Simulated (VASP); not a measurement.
# ZnSe (F-43m) in VASP: notebook

ZnSe is run at these levels: PBE+D3(BJ), revPBE+D4; tasks: single point.

Everything below comes from runs of VASP 6.6.1. Logs are shortened: lines on timing, memory, paths and dates and some standing lists are left out, and cuts for length are marked.

### Step 1. The cell of the first run

The structure is cubic, space group F-43m (No. 216). Conventional cell: a = 5.729 Å, b = 5.729 Å, c = 5.729 Å, α = 90.00°, β = 90.00°, γ = 90.00°. Zn (site symmetry -43m) has 4 Se at 2.48 Å within 3.3 Å. Se (site symmetry -43m) has 4 Zn at 2.48 Å within 3.3 Å.

### Step 2. Single point, PBE+D3(BJ) (volume scaled by 1.04)

Contents of INCAR:

```
SYSTEM = ZnSe
PREC = Accurate
ENCUT = 520
EDIFF = 1E-6
ISMEAR = 0
SIGMA = 0.05
LREAL = .False.
LASPH = .True.
NELM = 80
ALGO = Normal
ISIF = 2
LWAVE = .False.
LCHARG = .False.
GGA = PE
IVDW = 12
NBANDS = 16
```

Contents of KPOINTS:

```
Automatic mesh
0
Gamma
  8 8 8
  0 0 0
```

Contents of POSCAR:

```
ZnSe
1.0
    0.0000000000      2.8646944376      2.8646944376
    2.8646944376      0.0000000000      2.8646944376
    2.8646944376      2.8646944376      0.0000000000
Zn Se
1 1
Direct
    0.0000000000      0.0000000000      0.0000000000
    0.7500000000      0.7500000000      0.7500000000
```

Potentials or basis: VASP PAW PBE potentials, release 64 (Zn, Se).

Run with:

```console
> cat potpaw_PBE.64/Zn/POTCAR potpaw_PBE.64/Se/POTCAR > POTCAR
> mpirun -np 1 vasp_std > vasp.out
```

OUTCAR:

```text
SYSTEM = ZnSe
   PREC = Accurate
   ENCUT = 520
   EDIFF = 1E-6
   ISMEAR = 0
   LREAL = .False.
   LASPH = .True.
   NELM = 80
   ISIF = 2
   GGA = PE
   IVDW = 12
 IVDW          = 12

 ion  position               nearest neighbor table
   1  0.000  0.000  0.000-   2 2.48   2 2.48   2 2.48   2 2.48
   2  0.750  0.750  0.750-   1 2.48   1 2.48   1 2.48   1 2.48

  LATTYP: Found a face centered cubic cell.
 ALAT       =     5.7293888752

  Lattice vectors:

 A1 = (   0.0000000000,   2.8646944376,   2.8646944376)
 A2 = (   2.8646944376,   0.0000000000,   2.8646944376)
 A3 = (   2.8646944376,   2.8646944376,   0.0000000000)

Analysis of symmetry for initial positions (statically):
=====================================================================
 Subroutine PRICEL returns:
 Original cell was already a primitive cell.

 Routine SETGRP: Setting up the symmetry group for a
 face centered cubic supercell.

 Subroutine GETGRP returns: Found 24 space group operations
 (whereof 24 operations were pure point group operations)
 out of a pool of 48 trial point group operations.

The static configuration has the point symmetry T_d .

Analysis of symmetry for dynamics (positions and initial velocities):
=====================================================================
 Subroutine PRICEL returns:
 Original cell was already a primitive cell.

 Routine SETGRP: Setting up the symmetry group for a
 face centered cubic supercell.

 Subroutine GETGRP returns: Found 24 space group operations
 (whereof 24 operations were pure point group operations)
 out of a pool of 48 trial point group operations.

The dynamic configuration has the point symmetry T_d .

 Subroutine INISYM returns: Found 24 space group operations
 (whereof 24 operations are pure point group operations),
 and found     1 'primitive' translations

----------------------------------------------------------------------------------------

                                     Primitive cell

  volume of cell :      47.0181

  direct lattice vectors                    reciprocal lattice vectors
     0.000000000  2.864694438  2.864694438    -0.174538685  0.174538685  0.174538685
     2.864694438  0.000000000  2.864694438     0.174538685 -0.174538685  0.174538685
     2.864694438  2.864694438  0.000000000     0.174538685  0.174538685 -0.174538685

  length of vectors
     4.051289726  4.051289726  4.051289726     0.302309870  0.302309870  0.302309870

  position of ions in fractional coordinates (direct lattice)
     0.000000000  0.000000000  0.000000000
     0.750000000  0.750000000  0.750000000

  ion indices of the primitive-cell ions
   primitive index   ion index
                 1           1
                 2           2

----------------------------------------------------------------------------------------

 KPOINTS: Automatic mesh

Automatic generation of k-mesh.
 Grid dimensions read from file:
 generate k-points for:    8    8    8

 Generating k-lattice:

  Cartesian coordinates                     Fractional coordinates (reciprocal lattice)
    -0.021817336  0.021817336  0.021817336     0.125000000  0.000000000  0.000000000
     0.021817336 -0.021817336  0.021817336     0.000000000  0.125000000  0.000000000
     0.021817336  0.021817336 -0.021817336     0.000000000  0.000000000  0.125000000

  Length of vectors
     0.037788734  0.037788734  0.037788734

  Shift w.r.t. Gamma in fractional coordinates (k-lattice)
     0.000000000  0.000000000  0.000000000

 Subroutine IBZKPT returns following result:
 ===========================================

 Found     29 irreducible k-points:

 Following reciprocal coordinates:
            Coordinates               Weight
  0.000000  0.000000  0.000000      1.000000
  0.125000  0.000000  0.000000      8.000000
  0.250000  0.000000  0.000000      8.000000
  0.375000  0.000000  0.000000      8.000000
  0.500000  0.000000  0.000000      4.000000
  0.125000  0.125000  0.000000      6.000000
[... 16 lines left out ...]
  0.500000  0.250000  0.125000     48.000000
 -0.375000  0.250000  0.125000     24.000000
 [... further k-points ...]
   k-points           NKPTS =     29   k-points in BZ     NKDIM =     29   number of bands    NBANDS=     16
   number of dos      NEDOS =    301   number of ions     NIONS =      2
   total plane-waves  NPLWV =  27000
   dimension x,y,z NGX =    30 NGY =   30 NGZ =   30
   dimension x,y,z NGXF=    60 NGYF=   60 NGZF=   60
   ions per type =               1   1
   NGX,Y,Z   is equivalent  to a cutoff of  12.31, 12.31, 12.31 a.u.
   NGXF,Y,Z  is equivalent  to a cutoff of  24.62, 24.62, 24.62 a.u.
 SYSTEM =  ZnSe
   PREC   = accura    normal or accurate (medium, high low for compatibility)
   ISTART =      0    job   : 0-new  1-cont  2-samecut
   ICHARG =      2    charge: 1-file 2-atom 10-const
   ISPIN  =      1    spin polarized calculation?
   LNONCOLLINEAR =      F non collinear calculations
   LSORBIT =      F    spin-orbit coupling
   LASPH  =      T    aspherical Exc in radial PAW
   ENCUT  =  520.0 eV  38.22 Ry    6.18 a.u.   7.53  7.53  7.53*2*pi/ulx,y,z
   NELM   =     80;   NELMIN=  2; NELMDL= -5     # of ELM steps
   EDIFF  = 0.1E-05   stopping-criterion for ELM
   LREAL  =      F    real-space projection
   EDIFFG = 0.1E-04   stopping-criterion for IOM
   NSW    =      0    number of steps for IOM
   IBRION =     -1    ionic relax: 0-MD 1-quasi-New 2-CG
   NFREE  =      0    steps in history (QN), initial steepest desc. (CG)
   ISIF   =      2    stress and relaxation
   ISYM   =      2    0-nonsym 1-usesym 2-fastsym
   POTIM  = 0.5000    time-step for ionic-motion
   TEBEG  =    0.0;   TEEND  =   0.0 temperature during run
   PSTRESS=    0.0 pullay stress
   NELECT =      18.0000    total number of electrons
   NUPDOWN=      -1.0000    fix difference up-down
   EMIN   =  10.00;   EMAX   =-10.00  energy-range for DOS
   EFERMI =   0.00;   METHOD = LEGACY
   ISMEAR =     0;   SIGMA  =   0.05  broadening in eV -4-tet -1-fermi 0-gaus
   EFERMI_NEDOS =   21; number of points for ismear=-14 and -15
   IALGO  =     38    algorithm
   IMIX   =      4    mixing-type and parameters
     AMIX     =   0.40;   BMIX     =  1.00
     AMIX_MAG =   1.60;   BMIX_MAG =  1.00
  volume/ion in A,a.u.               =      23.51       158.65
  Fermi-wavevector in a.u.,A,eV,Ry     =   1.188714  2.246344 19.225588  1.413041
  Thomas-Fermi vector in A             =   2.324837
   LORBIT       =      0    0 simple, 1 ext, 2 COOP (PROOUT), +10 PAW based schemes
   GGA     = PE    functional components
   LHFCALC =     F    Hartree Fock is set to
   AEXX    =    0.0000 exact exchange contribution
   IVDW    =    12    specifies the selected vdW correction
   LEPSILON=     F    determine dielectric tensor
   LRPA    =     F    only Hartree local field effects (RPA)
 non-spin polarized calculation
 Gauss-broadening in eV      SIGMA  =   0.05
  energy-cutoff  :      520.00
  volume of cell :       47.02
 maximum number of plane-waves:      1283
   NGX = 15   NGY = 15   NGZ = 15

 number of electron      18.0000018 magnetization

 Free energy of the ion-electron system (eV)
  ---------------------------------------------------
  ext. energy  EPLUGINS =         0.00000000
  ---------------------------------------------------
  free energy    TOTEN  =        -6.03231755 eV

  energy without entropy =       -6.03231755  energy(sigma->0) =       -6.03231755

 E-fermi :   1.6152     XC(G=0):  -9.1739

 val. band max:        1.3396558318   @ k =   0.0000   0.0000   0.0000
 cond. band min:       2.5002447710   @ k =   0.0000   0.0000   0.0000
 fundamental gap:      1.1605889392
 Fermi energy:         1.6152146964

 k-point     1 :       0.0000    0.0000    0.0000
  band No.  band energies     occupation
      1     -11.7162      2.00000
      2      -5.0934      2.00000
      3      -5.0934      2.00000
      4      -5.0934      2.00000
      5      -4.7525      2.00000
      6      -4.7525      2.00000
[... 8 lines left out ...]
     15      12.7318      0.00000
     16      12.7318      0.00000

 k-point     2 :       0.1250    0.0000    0.0000
  band No.  band energies     occupation
      1     -11.6217      2.00000
      2      -5.0846      2.00000
      3      -5.0787      2.00000
      4      -5.0787      2.00000
      5      -4.7537      2.00000
      6      -4.7537      2.00000
[... 8 lines left out ...]
     15      11.9765      0.00000
     16      12.0017      0.00000

 k-point     3 :       0.2500    0.0000    0.0000
  band No.  band energies     occupation
      1     -11.3774      2.00000
      2      -5.0464      2.00000
      3      -5.0464      2.00000
      4      -5.0265      2.00000
      5      -4.7522      2.00000
      6      -4.7522      2.00000
[... 8 lines left out ...]
     15      11.7405      0.00000
     16      11.9997      0.00000

 k-point     4 :       0.3750    0.0000    0.0000
  band No.  band energies     occupation
      1     -11.1048      2.00000
      2      -5.0204      2.00000
      3      -5.0204      2.00000
      4      -4.8394      2.00000
      5      -4.7426      2.00000
      6      -4.7426      2.00000
[... 8 lines left out ...]
     15      12.8106      0.00000
     16      12.8106      0.00000
[... 324 lines left out ...]
 k-point    22 :       0.3750    0.2500    0.1250
  band No.  band energies     occupation
      1     -11.1868      2.00000
      2      -5.0460      2.00000
      3      -4.9979      2.00000
      4      -4.9687      2.00000
      5      -4.7647      2.00000
      6      -4.7296      2.00000
[... 8 lines left out ...]
     15      13.4909      0.00000
     16      14.6089      0.00000

 k-point    23 :       0.5000    0.2500    0.1250
  band No.  band energies     occupation
      1     -10.9597      2.00000
      2      -5.0018      2.00000
      3      -4.9752      2.00000
      4      -4.8463      2.00000
      5      -4.7405      2.00000
      6      -4.6888      2.00000
[... 8 lines left out ...]
     15      13.7849      0.00000
     16      14.9045      0.00000

 k-point    24 :      -0.3750    0.2500    0.1250
  band No.  band energies     occupation
      1     -10.8592      2.00000
      2      -4.9948      2.00000
      3      -4.9625      2.00000
      4      -4.7796      2.00000
      5      -4.7455      2.00000
      6      -4.5581      2.00000
[... 8 lines left out ...]
     15      13.9678      0.00000
     16      14.7597      0.00000

 [... further k-points ...]

------------------------ aborting loop because EDIFF is reached ----------------------------------------

 Edisp (eV)   -0.62157

 E8    (eV) :    -0.2595

  FORCE on cell =-STRESS in cart. coord.  units (eV):
  Direction    XX          YY          ZZ          XY          YZ          ZX
  --------------------------------------------------------------------------------------
  -------------------------------------------------------------------------------------
  Total      -0.60395    -0.60395    -0.60395    -0.00000     0.00000    -0.00000
  in kB     -20.57999   -20.57999   -20.57999    -0.00000     0.00000    -0.00000
  external pressure =      -20.58 kB  Pullay stress =        0.00 kB

 VOLUME and BASIS-vectors are now :
 -----------------------------------------------------------------------------
  energy-cutoff  :      520.00
  volume of cell :       47.02
      direct lattice vectors                 reciprocal lattice vectors
     0.000000000  2.864694438  2.864694438    -0.174538685  0.174538685  0.174538685
     2.864694438  0.000000000  2.864694438     0.174538685 -0.174538685  0.174538685
     2.864694438  2.864694438  0.000000000     0.174538685  0.174538685 -0.174538685

 POSITION                                       TOTAL-FORCE (eV/Angst)
 -----------------------------------------------------------------------------------
      0.00000      0.00000      0.00000         0.000000      0.000000      0.000000
      4.29704      4.29704      4.29704        -0.000000     -0.000000     -0.000000
 -----------------------------------------------------------------------------------
    total drift:                                0.000001      0.000001      0.000001

  FREE ENERGIE OF THE ION-ELECTRON SYSTEM (eV)
  ---------------------------------------------------
  free  energy   TOTEN  =        -6.6538836067 eV

  energy  without entropy=       -6.6538836067  energy(sigma->0) =       -6.65388361
```

It took 25 s on 1 thread of Intel Xeon Platinum 8488C (Sapphire Rapids), shared host; peak memory 0.18 GiB.

Results:

```yaml
Free_energy: -6.6539 eV
Pressure: -2.1 GPa
Band_gap_on_the_k_mesh: 1.16 eV, direct
Dispersion_energy_per_atom: -0.311 eV
```

### Step 3. Single point, revPBE+D4 (volume scaled by 1.04)

Contents of INCAR:

```
ALGO = Normal ; EDIFF = 1E-6
ENCUT = 520 ; GGA = RE
ISIF = 2 ; ISMEAR = 0
IVDW = 13 ; LASPH = True
LCHARG = True ; LELF = True
LREAL = False ; LVHAR = True
LWAVE = False ; NBANDS = 16
NELM = 60 ; PREC = Accurate
SIGMA = 0.05
```

Contents of KPOINTS:

```
k-points
0
Gamma
  8 8 8
```

Contents of POSCAR:

```
ZnSe
1.0
    0.0000000000      2.8589452321      2.8589452321
    2.8589452321      0.0000000000      2.8589452321
    2.8589452321      2.8589452321      0.0000000000
Zn Se
1 1
Direct
    0.0000000000      0.0000000000      0.0000000000
    0.7500000000      0.7500000000      0.7500000000
```

Potentials or basis: VASP PAW PBE potentials, release 64 (Zn, Se).

Run with:

```console
> cat potpaw_PBE.64/Zn/POTCAR potpaw_PBE.64/Se/POTCAR > POTCAR
> mpirun -np 1 vasp_std > vasp.out
```

Run time: 23 s. Hardware: 1 thread of Intel Xeon Platinum 8488C (Sapphire Rapids), shared host; peak memory 0.17 GiB.

Results (log left out):

```yaml
Free_energy: -6.5281 eV
Pressure: -2.1 GPa
Band_gap_on_the_k_mesh: 1.30 eV, direct
Dispersion_energy_per_atom: -0.533 eV
```

Levels at points of the mesh, in eV from the valence-band top:
```
           k point  band 5  band 6  band 7  band 8  band 9  band 10  band 11  band 12  band 13  band 14
(0.00, 0.00, 0.00)   -6.07   -6.07    0.00    0.00    0.00     1.30     5.85     5.85     5.85    10.01
(0.50, 0.00, 0.00)   -6.06   -5.92   -5.02   -0.83   -0.83     2.59     6.43     6.43     8.65    11.00
(0.50, 0.50, 0.00)   -6.03   -5.90   -4.61   -2.08   -2.08     3.15     3.53    10.68    11.13    11.13
```

Caveat: the PAW data sets were made with another functional, which shifts forces and pressure a little.
